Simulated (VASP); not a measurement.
# MgI (P6_3mc) in VASP: a series of runs

The runs below take MgI through single point, relaxation of cell and atoms, with PBEsol.

Program: VASP 6.6.1. These are calculated values, not measurements. Logs are shortened: lines on timing, memory, paths and dates and some standing lists are left out, and cuts for length are marked.

### Step 1. The cell of the first run

Symmetry: P6_3mc, No. 186, hexagonal system. The conventional cell has a = 4.282 Å, b = 4.282 Å, c = 7.050 Å, α = 90.00°, β = 90.00°, γ = 120.00°. Within 3.5 Å of Mg (site symmetry 3m) lie 4 I at 2.63 Å. I (site symmetry 3m) has 4 Mg at 2.63 Å within 3.5 Å.

### Step 2. Single point, PBEsol

File INCAR:

```
ALGO = Normal
EDIFF = 1E-6
ENCUT = 520
GGA = PS
ISIF = 2
ISMEAR = 0
LASPH = True
LCHARG = False
LREAL = False
LWAVE = False
NBANDS = 17
NELM = 60
PREC = Accurate
SIGMA = 0.1
```

File KPOINTS:

```
k-points
0
Gamma
  6 6 4
```

File POSCAR:

```
MgI
1.0
    4.2816311788      0.0000000000      0.0000000000
   -2.1408155894      3.7080013705      0.0000000000
    0.0000000000      0.0000000000      7.0499808268
Mg I
2 2
Direct
    0.6666666667      0.3333333333      0.8737575151
    0.3333333333      0.6666666667      0.3737575151
    0.6666666667      0.3333333333      0.5012424849
    0.3333333333      0.6666666667      0.0012424849
```

Potentials or basis: VASP PAW PBE potentials, release 64 (Mg, I).

On the command line:

```bash
cat potpaw_PBE.64/Mg/POTCAR potpaw_PBE.64/I/POTCAR > POTCAR
mpirun -np 1 vasp_std > vasp.out
```

OUTCAR:

```text
EDIFF = 1E-6
   ENCUT = 520
   GGA = PS
   ISIF = 2
   ISMEAR = 0
   LASPH = True
   LREAL = False
   NELM = 60
   PREC = Accurate

 ion  position               nearest neighbor table
   1  0.667  0.333  0.874-   3 2.63   4 2.63   4 2.63   4 2.63
   2  0.333  0.667  0.374-   4 2.63   3 2.63   3 2.63   3 2.63
   3  0.667  0.333  0.501-   1 2.63   2 2.63   2 2.63   2 2.63
   4  0.333  0.667  0.001-   2 2.63   1 2.63   1 2.63   1 2.63

  LATTYP: Found a hexagonal cell.
 ALAT       =     4.2816311788
 C/A-ratio  =     1.6465642491

  Lattice vectors:

 A1 = (   4.2816311788,   0.0000000000,   0.0000000000)
 A2 = (  -2.1408155894,   3.7080013705,   0.0000000000)
 A3 = (   0.0000000000,   0.0000000000,   7.0499808268)

Analysis of symmetry for initial positions (statically):
=====================================================================
 Subroutine PRICEL returns:
 Original cell was already a primitive cell.

 Routine SETGRP: Setting up the symmetry group for a
 hexagonal supercell.

 Subroutine GETGRP returns: Found 12 space group operations
 (whereof  6 operations were pure point group operations)
 out of a pool of 24 trial point group operations.

The static configuration has the point symmetry C_3v.
 The point group associated with its full space group is C_6v.

Analysis of symmetry for dynamics (positions and initial velocities):
=====================================================================
 Subroutine PRICEL returns:
 Original cell was already a primitive cell.

 Routine SETGRP: Setting up the symmetry group for a
 hexagonal supercell.

 Subroutine GETGRP returns: Found 12 space group operations
 (whereof  6 operations were pure point group operations)
 out of a pool of 24 trial point group operations.

The dynamic configuration has the point symmetry C_3v.
 The point group associated with its full space group is C_6v.

 Subroutine INISYM returns: Found 12 space group operations
 (whereof  6 operations are pure point group operations),
 and found     1 'primitive' translations

----------------------------------------------------------------------------------------

                                     Primitive cell

  volume of cell :     111.9276

  direct lattice vectors                    reciprocal lattice vectors
     4.281631179  0.000000000  0.000000000     0.233555848  0.134843532  0.000000000
    -2.140815589  3.708001370  0.000000000     0.000000000  0.269687063  0.000000000
     0.000000000  0.000000000  7.049980827     0.000000000  0.000000000  0.141844357

  length of vectors
     4.281631179  4.281631179  7.049980827     0.269687063  0.269687063  0.141844357

  position of ions in fractional coordinates (direct lattice)
     0.666666667  0.333333333  0.873757515
     0.333333333  0.666666667  0.373757515
     0.666666667  0.333333333  0.501242485
     0.333333333  0.666666667  0.001242485

  ion indices of the primitive-cell ions
   primitive index   ion index
                 1           1
                 2           2
                 3           3
                 4           4

----------------------------------------------------------------------------------------

 KPOINTS: k-points

Automatic generation of k-mesh.
 Grid dimensions read from file:
 generate k-points for:    6    6    4

 Generating k-lattice:

  Cartesian coordinates                     Fractional coordinates (reciprocal lattice)
     0.038925975  0.022473922  0.000000000     0.166666667 -0.000000000  0.000000000
     0.000000000  0.044947844  0.000000000     0.000000000  0.166666667  0.000000000
     0.000000000  0.000000000  0.035461089     0.000000000  0.000000000  0.250000000

  Length of vectors
     0.044947844  0.044947844  0.035461089

  Shift w.r.t. Gamma in fractional coordinates (k-lattice)
     0.000000000  0.000000000  0.000000000

 Subroutine IBZKPT returns following result:
 ===========================================

 Found     21 irreducible k-points:

 Following reciprocal coordinates:
            Coordinates               Weight
  0.000000  0.000000  0.000000      1.000000
  0.166667 -0.000000  0.000000      6.000000
  0.333333 -0.000000  0.000000      6.000000
  0.500000 -0.000000  0.000000      3.000000
  0.166667  0.166667  0.000000      6.000000
  0.333333  0.166667  0.000000     12.000000
[... 13 lines left out ...]
  0.333333  0.166667  0.500000     12.000000
  0.333333  0.333333  0.500000      2.000000
   k-points           NKPTS =     21   k-points in BZ     NKDIM =     21   number of bands    NBANDS=     17
   number of dos      NEDOS =    301   number of ions     NIONS =      4
   total plane-waves  NPLWV =  55296
   dimension x,y,z NGX =    32 NGY =   32 NGZ =   54
   dimension x,y,z NGXF=    64 NGYF=   64 NGZF=  108
   ions per type =               2   2
   NGX,Y,Z   is equivalent  to a cutoff of  12.42, 12.42, 12.73 a.u.
   NGXF,Y,Z  is equivalent  to a cutoff of  24.85, 24.85, 25.47 a.u.
 SYSTEM =  unknown system
   PREC   = accura    normal or accurate (medium, high low for compatibility)
   ISTART =      0    job   : 0-new  1-cont  2-samecut
   ICHARG =      2    charge: 1-file 2-atom 10-const
   ISPIN  =      1    spin polarized calculation?
   LNONCOLLINEAR =      F non collinear calculations
   LSORBIT =      F    spin-orbit coupling
   LASPH  =      T    aspherical Exc in radial PAW
   ENCUT  =  520.0 eV  38.22 Ry    6.18 a.u.   7.96  7.96 13.11*2*pi/ulx,y,z
   NELM   =     60;   NELMIN=  2; NELMDL= -5     # of ELM steps
   EDIFF  = 0.1E-05   stopping-criterion for ELM
   LREAL  =      F    real-space projection
[... 7 lines left out ...]
   TEBEG  =    0.0;   TEEND  =   0.0 temperature during run
   PSTRESS=    0.0 pullay stress
   NELECT =      18.0000    total number of electrons
   NUPDOWN=      -1.0000    fix difference up-down
   EMIN   =  10.00;   EMAX   =-10.00  energy-range for DOS
   EFERMI =   0.00;   METHOD = LEGACY
   ISMEAR =     0;   SIGMA  =   0.10  broadening in eV -4-tet -1-fermi 0-gaus
   EFERMI_NEDOS =   21; number of points for ismear=-14 and -15
   IALGO  =     38    algorithm
   IMIX   =      4    mixing-type and parameters
     AMIX     =   0.40;   BMIX     =  1.00
     AMIX_MAG =   1.60;   BMIX_MAG =  1.00
  volume/ion in A,a.u.               =      27.98       188.83
  Fermi-wavevector in a.u.,A,eV,Ry     =   0.890266  1.682360 10.783627  0.792574
  Thomas-Fermi vector in A             =   2.011935
   LORBIT       =      0    0 simple, 1 ext, 2 COOP (PROOUT), +10 PAW based schemes
   GGA     = PS    functional components
   LHFCALC =     F    Hartree Fock is set to
   AEXX    =    0.0000 exact exchange contribution
   IVDW    =     0    specifies the selected vdW correction
   LEPSILON=     F    determine dielectric tensor
   LRPA    =     F    only Hartree local field effects (RPA)
 non-spin polarized calculation
 Gauss-broadening in eV      SIGMA  =   0.10
  energy-cutoff  :      520.00
  volume of cell :      111.93
 maximum number of plane-waves:      3039
 NGX is ok and might be reduce to    32
   NGX = 15   NGY = 15   NGZ = 27

 number of electron      17.9999999 magnetization

 Free energy of the ion-electron system (eV)
  ---------------------------------------------------
  ext. energy  EPLUGINS =         0.00000000
  ---------------------------------------------------
  free energy    TOTEN  =        -5.78126648 eV

  energy without entropy =       -5.76402231  energy(sigma->0) =       -5.77264439

 E-fermi :   6.6668     XC(G=0):  -8.9007

 val. band max:        6.6545727070   @ k =   0.5000  -0.0000   0.0000
 cond. band min:       6.6771334987   @ k =   0.3333   0.3333   0.2500
 fundamental gap:      0.0225607916
 Fermi energy:         6.6667727789

 k-point     1 :       0.0000    0.0000    0.0000
  band No.  band energies     occupation
      1     -10.1272      2.00000
      2      -9.5794      2.00000
      3      -1.6719      2.00000
      4       1.0165      2.00000
      5       1.0165      2.00000
      6       1.3832      2.00000
[... 9 lines left out ...]
     16      10.3259      0.00000
     17      10.3259      0.00000

 k-point     2 :       0.1667   -0.0000    0.0000
  band No.  band energies     occupation
      1     -10.0137      2.00000
      2      -9.5178      2.00000
      3      -1.4778      2.00000
      4       0.2275      2.00000
      5       0.6032      2.00000
      6       0.8013      2.00000
[... 9 lines left out ...]
     16       9.8913      0.00000
     17      10.2341      0.00000

 k-point     3 :       0.3333   -0.0000    0.0000
  band No.  band energies     occupation
      1      -9.7480      2.00000
      2      -9.4089      2.00000
      3      -1.1201      2.00000
      4      -0.7826      2.00000
      5      -0.5069      2.00000
      6       0.4575      2.00000
[... 9 lines left out ...]
     16      11.2078      0.00000
     17      11.2226      0.00000

 k-point     4 :       0.5000   -0.0000    0.0000
  band No.  band energies     occupation
      1      -9.5709      2.00000
      2      -9.3846      2.00000
      3      -1.4705      2.00000
      4      -1.0125      2.00000
      5      -0.4051      2.00000
      6       0.3108      2.00000
[... 9 lines left out ...]
     16      11.6893      0.00000
     17      13.1212      0.00000

 k-point     5 :       0.1667    0.1667    0.0000
  band No.  band energies     occupation
      1      -9.8220      2.00000
      2      -9.4323      2.00000
      3      -1.1423      2.00000
      4      -0.4064      2.00000
      5      -0.3756      2.00000
      6       0.4632      2.00000
[... 9 lines left out ...]
     16      10.2204      0.00000
     17      11.1810      0.00000

 k-point     6 :       0.3333    0.1667    0.0000
  band No.  band energies     occupation
      1      -9.5773      2.00000
      2      -9.3800      2.00000
      3      -1.2115      2.00000
      4      -0.8778      2.00000
      5      -0.4211      2.00000
      6      -0.0709      2.00000
[... 9 lines left out ...]
     16      11.0035      0.00000
     17      11.7046      0.00000

 k-point     7 :       0.3333    0.3333    0.0000
  band No.  band energies     occupation
      1      -9.4276      2.00000
      2      -9.4276      2.00000
      3      -0.8567      2.00000
      4      -0.8567      2.00000
      5      -0.8499      2.00000
      6       0.0857      2.00000
[... 9 lines left out ...]
     16      10.7985      0.00000
     17      10.8667      0.00000

 k-point     8 :       0.0000    0.0000    0.2500
  band No.  band energies     occupation
      1     -10.0555      2.00000
      2      -9.6695      2.00000
      3      -1.3388      2.00000
      4       0.7106      2.00000
      5       1.0726      2.00000
      6       1.0726      2.00000
[... 9 lines left out ...]
     16      10.1378      0.00000
     17      10.8506      0.00000
[... 143 lines left out ...]
      1      -9.7802      2.00000
      2      -9.7802      2.00000
      3      -0.5394      2.00000
      4      -0.5394      2.00000
      5       0.7020      2.00000
      6       0.7020      2.00000
[... 9 lines left out ...]
     16       9.2892      0.00000
     17      11.7557      0.00000

 k-point    17 :       0.3333   -0.0000    0.5000
  band No.  band energies     occupation
      1      -9.5835      2.00000
      2      -9.5835      2.00000
      3      -1.1631      2.00000
      4      -1.1631      2.00000
      5       0.4966      2.00000
      6       0.4966      2.00000
[... 9 lines left out ...]
     16      10.3620      0.00000
     17      11.7711      0.00000

 k-point    18 :       0.5000   -0.0000    0.5000
  band No.  band energies     occupation
      1      -9.4768      2.00000
      2      -9.4768      2.00000
      3      -1.5564      2.00000
      4      -1.5564      2.00000
      5       0.5803      2.00000
      6       0.5803      2.00000
[... 9 lines left out ...]
     16      10.9080      0.00000
     17      13.2132      0.00000

 k-point    19 :       0.1667    0.1667    0.5000
  band No.  band energies     occupation
      1      -9.6349      2.00000
      2      -9.6349      2.00000
      3      -0.9056      2.00000
      4      -0.9056      2.00000
      5       0.4429      2.00000
      6       0.4429      2.00000
[... 9 lines left out ...]
     16       9.9384      0.00000
     17      11.7777      0.00000

 k-point    20 :       0.3333    0.1667    0.5000
  band No.  band energies     occupation
      1      -9.4782      2.00000
      2      -9.4782      2.00000
      3      -1.3642      2.00000
      4      -1.3642      2.00000
      5       0.0863      2.00000
      6       0.0863      2.00000
[... 9 lines left out ...]
     16      10.6213      0.00000
     17      12.5978      0.00000

 k-point    21 :       0.3333    0.3333    0.5000
  band No.  band energies     occupation
      1      -9.4243      2.00000
      2      -9.4243      2.00000
      3      -1.2749      2.00000
      4      -1.2749      2.00000
      5      -0.4410      2.00000
      6      -0.4410      2.00000
[... 9 lines left out ...]
     16      10.3929      0.00000
     17      11.4660      0.00000

------------------------ aborting loop because EDIFF is reached ----------------------------------------

  FORCE on cell =-STRESS in cart. coord.  units (eV):
  Direction    XX          YY          ZZ          XY          YZ          ZX
  --------------------------------------------------------------------------------------
  -------------------------------------------------------------------------------------
  Total        7.6634939      7.6634939      9.1738749      0.0000000      0.0000000      0.0000000
  in kB      109.6984071    109.6984071    131.3186225      0.0000000      0.0000000      0.0000000
  external PRESSURE =     116.9051455 kB  Pullay stress =       0.0000000 kB

 VOLUME and BASIS-vectors are now :
 -----------------------------------------------------------------------------
  energy-cutoff  :      520.00
  volume of cell :      111.93
      direct lattice vectors                 reciprocal lattice vectors
     4.281631179  0.000000000  0.000000000     0.233555848  0.134843532  0.000000000
    -2.140815589  3.708001370  0.000000000     0.000000000  0.269687063  0.000000000
     0.000000000  0.000000000  7.049980827     0.000000000  0.000000000  0.141844357

 POSITION                                       TOTAL-FORCE (eV/Angst)
 -----------------------------------------------------------------------------------
      2.14082      1.23600      6.15997         0.000000      0.000000     -0.218269
     -0.00000      2.47200      2.63498        -0.000000      0.000000     -0.218269
      2.14082      1.23600      3.53375         0.000000     -0.000000      0.218269
     -0.00000      2.47200      0.00876        -0.000000      0.000000      0.218269
 -----------------------------------------------------------------------------------
    total drift:                                0.000000      0.000000      0.001120

  FREE ENERGIE OF THE ION-ELECTRON SYSTEM (eV)
  ---------------------------------------------------
  free  energy   TOTEN  =        -5.7812664761 eV

  energy  without entropy=       -5.7640223137  energy(sigma->0) =       -5.77264439
```

Run time: 14 s. Hardware: 1 thread of Intel Xeon 6975P-C (Granite Rapids), shared host; peak memory 0.23 GiB.

Results:

```yaml
Free_energy: -5.7813 eV
Pressure: 11.7 GPa
Largest_force: 0.218 eV/Å
Band_gap_on_the_k_mesh: zero (bands 9 and 10 overlap by 1.14 eV)
```

Forces on the atoms (eV/Å):
```
Mg   0.000  0.000 -0.218
Mg   0.000  0.000 -0.218
I    0.000  0.000  0.218
I    0.000  0.000  0.218
```

Stress tensor (GPa, compression positive):
```
10.97  0.00  0.00
 0.00 10.97  0.00
 0.00  0.00 13.13
```

Levels at points of the mesh, in eV from the Fermi level:
| k point | band 7 | band 8 | band 9 | band 10 | band 11 | band 12 |
| --- | --- | --- | --- | --- | --- | --- |
| (0.00, 0.00, 0.00) | -5.24 | -5.24 | -1.39 | -0.61 | 1.85 | 1.85 |
| (0.50, 0.00, 0.00) | -6.14 | -5.65 | -0.60 | -0.01 | 0.38 | 1.91 |
| (0.00, 0.00, 0.50) | -5.45 | -5.45 | -0.21 | -0.21 | 2.05 | 2.05 |
| (0.50, 0.00, 0.50) | -6.03 | -6.03 | -0.62 | -0.62 | 0.59 | 0.59 |

Caveat: the cell stands under pressure; the PAW data sets were made with another functional, which shifts forces and pressure a little; spin-orbit coupling is left out, which moves the levels of the heavy elements.

(Continued in part 2 of 2.)
